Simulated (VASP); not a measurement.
# LiNiP (P4/nmm) in VASP: a series of runs, part 2 of 2

VASP 6.6.1. The steps go on from the part before.

## 3. Single point, LDA, collinear spin, ferromagnetic start

The input, INCAR:

```
SYSTEM = LiNiP
PREC = Accurate
ENCUT = 520
EDIFF = 1E-6
ISMEAR = -1
SIGMA = 0.1
LREAL = .FALSE.
LASPH = .TRUE.
NELM = 150
ALGO = Normal
ISIF = 2
LWAVE = .FALSE.
LCHARG = .FALSE.
ISPIN = 2
MAGMOM = 0 0 2 2 0 0
LORBIT = 11
LMAXMIX = 4
GGA = CA
NBANDS = 31
```

The input, KPOINTS:

```
regular mesh
0
G
  7 7 5
  0 0 0
```

The input, POSCAR:

```
LiNiP
1.0
    3.7373800000      0.0000000000      0.0000000000
    0.0000000000      3.7373800000      0.0000000000
    0.0000000000      0.0000000000      5.8003670000
Li Ni P
2 2 2
Direct
    0.0000000000      0.5000000000      0.3370430000
    0.5000000000      0.0000000000      0.6629570000
    0.0000000000      0.0000000000      0.0000000000
    0.5000000000      0.5000000000      0.0000000000
    0.0000000000      0.5000000000      0.7804470000
    0.5000000000      0.0000000000      0.2195530000
```

Potentials or basis: VASP PAW LDA potentials, release 64 (Li_sv, Ni, P).

Run with:

```sh
> cat potpaw_LDA.64/Li_sv/POTCAR potpaw_LDA.64/Ni/POTCAR potpaw_LDA.64/P/POTCAR > POTCAR
> mpirun -np 1 vasp_std > vasp.out
```

OUTCAR:

```text
SYSTEM = LiNiP
   PREC = Accurate
   ENCUT = 520
   EDIFF = 1E-6
   ISMEAR = -1
   LREAL = .FALSE.
   LASPH = .TRUE.
   NELM = 150
   ISIF = 2
   ISPIN = 2
   LORBIT = 11
   GGA = CA

 ion  position               nearest neighbor table
   1  0.000  0.500  0.337-   5 2.57   4 2.70   3 2.70   3 2.70   4 2.70   6 2.73   6 2.73   6 2.73
                             6 2.73
   2  0.500  0.000  0.663-   6 2.57   4 2.70   3 2.70   4 2.70   3 2.70   5 2.73   5 2.73   5 2.73
                             5 2.73
   3  0.000  0.000  0.000-   5 2.26   6 2.26   5 2.26   6 2.26   4 2.64   4 2.64   4 2.64   4 2.64
                             2 2.70   1 2.70   2 2.70   1 2.70
   4  0.500  0.500  0.000-   5 2.26   6 2.26   6 2.26   5 2.26   3 2.64   3 2.64   3 2.64   3 2.64
                             1 2.70   2 2.70   2 2.70   1 2.70
   5  0.000  0.500  0.780-   3 2.26   4 2.26   3 2.26   4 2.26   1 2.57   2 2.73   2 2.73   2 2.73
                             2 2.73
[... 1839 lines left out ...]
      1.86869      1.86869      0.00000        -0.000000     -0.000000      0.000000
      0.00000      1.86869      4.52688         0.000000      0.000000      0.519958
      1.86869      0.00000      1.27349         0.000000     -0.000000     -0.519958
 -----------------------------------------------------------------------------------
    total drift:                                0.000000      0.000000      0.000000

  FREE ENERGIE OF THE ION-ELECTRON SYSTEM (eV)
  ---------------------------------------------------
  free  energy   TOTEN  =       -33.3476622375 eV

  energy  without entropy=      -33.2076486104  energy(sigma->0) =      -33.27765542

 total charge

# of ion       s       p       d       tot
------------------------------------------
    1        2.018   0.073   0.000   2.090
    2        2.018   0.073   0.000   2.090
    3        0.489   0.593   8.451   9.533
    4        0.489   0.593   8.451   9.533
    5        1.031   1.447   0.000   2.478
    6        1.031   1.447   0.000   2.478
--------------------------------------------------
tot          7.076   4.225  16.901  28.202

 magnetization (x)

# of ion       s       p       d       tot
------------------------------------------
    1       -0.000  -0.000   0.000  -0.000
    2       -0.000  -0.000   0.000  -0.000
    3        0.000   0.000   0.000   0.000
    4        0.000   0.000   0.000   0.000
    5        0.000   0.000   0.000   0.000
    6        0.000   0.000   0.000   0.000
--------------------------------------------------
tot          0.000   0.000   0.001   0.001
```

OSZICAR:

```text
N       E                     dE             d eps       ncg     rms          rms(c)
DAV:   1     0.235019916084E+03    0.23502E+03   -0.15085E+04  3728   0.129E+03
DAV:   2    -0.107594467533E+02   -0.24578E+03   -0.23015E+03  3797   0.307E+02
DAV:   3    -0.356314199154E+02   -0.24872E+02   -0.24201E+02  5413   0.922E+01
DAV:   4    -0.371051685638E+02   -0.14737E+01   -0.14293E+01  6056   0.197E+01
DAV:   5    -0.371679837217E+02   -0.62815E-01   -0.62800E-01  5072   0.350E+00    0.231E+01
DAV:   6    -0.468787926049E+02   -0.97108E+01   -0.64191E+01  4654   0.138E+02    0.378E+01
DAV:   7    -0.337997876442E+02    0.13079E+02   -0.21215E+01  4690   0.798E+01    0.855E+00
DAV:   8    -0.333471429255E+02    0.45264E+00   -0.37055E+00  5501   0.277E+01    0.393E+00
DAV:   9    -0.333475355601E+02   -0.39263E-03   -0.76674E-01  5566   0.820E+00    0.119E+00
DAV:  10    -0.333489882918E+02   -0.14527E-02   -0.29716E-02  5164   0.120E+00    0.631E-01
DAV:  11    -0.333481279795E+02    0.86031E-03   -0.15199E-03  5563   0.216E-01    0.449E-01
DAV:  12    -0.333476754497E+02    0.45253E-03   -0.10080E-03  5917   0.231E-01    0.983E-02
DAV:  13    -0.333476642240E+02    0.11226E-04   -0.20327E-04  5146   0.134E-01    0.445E-02
DAV:  14    -0.333476621863E+02    0.20377E-05   -0.20857E-05  5889   0.320E-02    0.259E-02
DAV:  15    -0.333476622375E+02   -0.51158E-07   -0.22887E-06  3691   0.105E-02
   1 F= -.33347662E+02 E0= -.33277655E+02  d E =-.140014E+00  mag=     0.0010
```

stdout:

```text
POSCAR found type information on POSCAR LiNiP
 POSCAR found :  3 types and       6 ions
 scaLAPACK will be used
 LDA part: xc-table for (Slater(with rela. corr.)+CA(PZ))
 , standard interpolation
 POSCAR, INCAR and KPOINTS ok, starting setup
 FFT: planning ... GRIDC
 FFT: planning ... GRID_SOFT
 FFT: planning ... GRID
 WAVECAR not read
 entering main loop
```

It took 56 s on 1 thread of Intel Xeon 6975P-C (Granite Rapids), shared host; peak memory 0.24 GiB.

Results:

```yaml
Free_energy: -33.3477 eV
Largest_force: 0.520 eV/Å
Band_gap_on_the_k_mesh: zero (filled and empty bands overlap)
Net_moment: 0.00 μB per cell
Valence_electrons_inside_the_program's_atomic_spheres: Li 2.09; Ni 9.53; P 2.48
```

Forces on the atoms (eV/Å):
```
Li   0.000  0.000 -0.077
Li   0.000  0.000  0.077
Ni   0.000  0.000  0.000
Ni   0.000  0.000  0.000
P    0.000  0.000  0.520
P    0.000  0.000 -0.520
```

## 4. Single point, LDA, collinear spin, ferromagnetic start

The input, INCAR:

```
  PREC = Accurate
  ENCUT = 520
  EDIFF = 1E-6
  ISMEAR = -1
  SIGMA = 0.1
  LREAL = False
  LASPH = True
  NELM = 150
  ALGO = Normal
  ISIF = 2
  LWAVE = False
  LCHARG = True
  ISPIN = 2
  MAGMOM = 0 0 2 2 0 0
  LORBIT = 11
  LMAXMIX = 4
  LELF = True
  LVHAR = True
  NBANDS = 31
```

The input, KPOINTS:

```
Automatic mesh
0
Gamma
  7 7 5
```

POSCAR is that of step 3.

Potentials or basis: VASP PAW LDA potentials, release 64 (Li_sv, Ni, P).

Run with:

```sh
> cat potpaw_LDA.64/Li_sv/POTCAR potpaw_LDA.64/Ni/POTCAR potpaw_LDA.64/P/POTCAR > POTCAR
> mpirun -np 1 vasp_std > vasp.out
```

OUTCAR:

```text
PREC = Accurate
   ENCUT = 520
   EDIFF = 1E-6
   ISMEAR = -1
   LREAL = False
   LASPH = True
   NELM = 150
   ISIF = 2
   ISPIN = 2
   LORBIT = 11

 ion  position               nearest neighbor table
   1  0.000  0.500  0.337-   5 2.57   4 2.70   3 2.70   3 2.70   4 2.70   6 2.73   6 2.73   6 2.73
                             6 2.73
   2  0.500  0.000  0.663-   6 2.57   4 2.70   3 2.70   4 2.70   3 2.70   5 2.73   5 2.73   5 2.73
                             5 2.73
   3  0.000  0.000  0.000-   5 2.26   6 2.26   5 2.26   6 2.26   4 2.64   4 2.64   4 2.64   4 2.64
                             2 2.70   1 2.70   2 2.70   1 2.70
   4  0.500  0.500  0.000-   5 2.26   6 2.26   6 2.26   5 2.26   3 2.64   3 2.64   3 2.64   3 2.64
                             1 2.70   2 2.70   2 2.70   1 2.70
   5  0.000  0.500  0.780-   3 2.26   4 2.26   3 2.26   4 2.26   1 2.57   2 2.73   2 2.73   2 2.73
                             2 2.73
   6  0.500  0.000  0.220-   3 2.26   4 2.26   4 2.26   3 2.26   2 2.57   1 2.73   1 2.73   1 2.73
[... 1838 lines left out ...]
      1.86869      1.86869      0.00000        -0.000000     -0.000000      0.000000
      0.00000      1.86869      4.52688         0.000000      0.000000      0.519958
      1.86869      0.00000      1.27349         0.000000     -0.000000     -0.519958
 -----------------------------------------------------------------------------------
    total drift:                                0.000000      0.000000      0.000000

  FREE ENERGIE OF THE ION-ELECTRON SYSTEM (eV)
  ---------------------------------------------------
  free  energy   TOTEN  =       -33.3476622375 eV

  energy  without entropy=      -33.2076486104  energy(sigma->0) =      -33.27765542

 total charge

# of ion       s       p       d       tot
------------------------------------------
    1        2.018   0.073   0.000   2.090
    2        2.018   0.073   0.000   2.090
    3        0.489   0.593   8.451   9.533
    4        0.489   0.593   8.451   9.533
    5        1.031   1.447   0.000   2.478
    6        1.031   1.447   0.000   2.478
--------------------------------------------------
tot          7.076   4.225  16.901  28.202

 magnetization (x)

# of ion       s       p       d       tot
------------------------------------------
    1       -0.000  -0.000   0.000  -0.000
    2       -0.000  -0.000   0.000  -0.000
    3        0.000   0.000   0.000   0.000
    4        0.000   0.000   0.000   0.000
    5        0.000   0.000   0.000   0.000
    6        0.000   0.000   0.000   0.000
--------------------------------------------------
tot          0.000   0.000   0.001   0.001
```

stdout:

```text
POSCAR found type information on POSCAR LiNiP
 POSCAR found :  3 types and       6 ions
 scaLAPACK will be used
 LDA part: xc-table for (Slater(with rela. corr.)+CA(PZ))
 , standard interpolation
 POSCAR, INCAR and KPOINTS ok, starting setup
 FFT: planning ... GRIDC
 FFT: planning ... GRID_SOFT
 FFT: planning ... GRID
 WAVECAR not read
 entering main loop
```

Run time: 59 s. Hardware: 1 thread of Intel Xeon 6975P-C (Granite Rapids), shared host; peak memory 0.24 GiB.

Results:

| Item | Value |
| --- | --- |
| Free energy | -33.3477 eV |
| Largest force | 0.520 eV/Å |
| Band gap on the k mesh | zero (filled and empty bands overlap) |
| Net moment | 0.00 μB per cell |
| Valence electrons inside the program's atomic spheres | Li 2.09; Ni 9.53; P 2.48 |

Forces on the atoms (eV/Å):
```
Li   0.000  0.000 -0.077
Li   0.000  0.000  0.077
Ni   0.000  0.000  0.000
Ni   0.000  0.000  0.000
P    0.000  0.000  0.520
P    0.000  0.000 -0.520
```

Levels at points of the mesh, in eV from the Fermi level:
Spin up:
```csv
k point,band 16,band 17,band 18,band 19,band 20,band 21
"(0.00, 0.00, 0.00)",-1.25,-0.85,1.55,2.13,2.13,3.80
```
Spin down:
| k point | band 15 | band 16 | band 17 | band 18 | band 19 | band 20 | band 21 | band 22 |
| --- | --- | --- | --- | --- | --- | --- | --- | --- |
| (0.00, 0.00, 0.00) | -1.25 | -1.25 | -0.85 | 1.55 | 2.13 | 2.13 | 3.80 | 3.81 |
